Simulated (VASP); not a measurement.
Set up this calculation in VASP 6.6.1, as the native input.

- Task: single point
- Functional: BLYP
- Potentials or basis: VASP PAW PBE potentials, release 64 (I)
- Cutoff: 520 eV
- k mesh: 7 × 7 × 3
- Occupations: fermi-dirac, width 0.05 eV
- Spin: no spin polarisation
- Dipole correction: no
- Further INCAR settings: ALGO = Normal; EDIFF = 1e-06; NBANDS = 22

The structure of I lies in POSCAR:

```
I
1.0
    3.6350350000     -2.3950200000      0.0000000000
    3.6350350000      2.3950200000      0.0000000000
    0.0000000000      0.0000000000      9.7934400000
I
4
Direct
    0.6493000000      0.3507000000      0.3844000000
    0.1493000000      0.8507000000      0.1156000000
    0.3507000000      0.6493000000      0.6156000000
    0.8507000000      0.1493000000      0.8844000000
```

These files were run (other wordings do the same):

INCAR

```
SYSTEM = I
AGGAC    = 1.0          
AGGAX    = 1.0          
ALDAC    = 0.0          
ALDAX    = 1.0          
ALGO     = Normal         ! electronic algorithm
EDIFF    = 1E-6           ! SCF threshold, eV
ENCUT    = 520            ! plane-wave cutoff, eV
GGA      = B5             ! functional
ISIF     = 2              ! what is computed and relaxed
ISMEAR   = -1             ! smearing method
LASPH    = .TRUE.         ! aspherical terms in the spheres
LCHARG   = .TRUE.         ! write CHGCAR
LELF     = .TRUE.         ! ELF
LREAL    = .FALSE.        ! projectors in reciprocal space
LVHAR    = .TRUE.       
LWAVE    = .FALSE.        ! write WAVECAR
NBANDS   = 22             ! bands
NELM     = 80             ! most SCF steps
PREC     = Accurate       ! precision mode
SIGMA    = 0.05           ! smearing width, eV
```

KPOINTS

```
k-points
0
G
  7 7 3
  0 0 0
```

Potentials or basis: VASP PAW PBE potentials, release 64 (I).

Run with:

```console
$ cat potpaw_PBE.64/I/POTCAR > POTCAR
$ mpirun -np 1 vasp_std > vasp.out
```

Results of the run:

```yaml
Pressure: 3.9 GPa
Largest_force: 1.121 eV/Å
Band_gap_on_the_k_mesh: 1.32 eV (least direct gap 1.41 eV)
```

Caveat: the cell stands under pressure; this functional lacks dispersion, which holds the molecules together, so the pressure and a relaxed volume are unreliable; the PAW data sets were made with another functional, which shifts forces and pressure a little; spin-orbit coupling is left out, which moves the levels of the heavy elements.

Wall time 70 s on 1 thread of Intel(R) Xeon(R) 6975P-C (Granite Rapids), with other jobs on the host, peak memory 0.29 GiB.
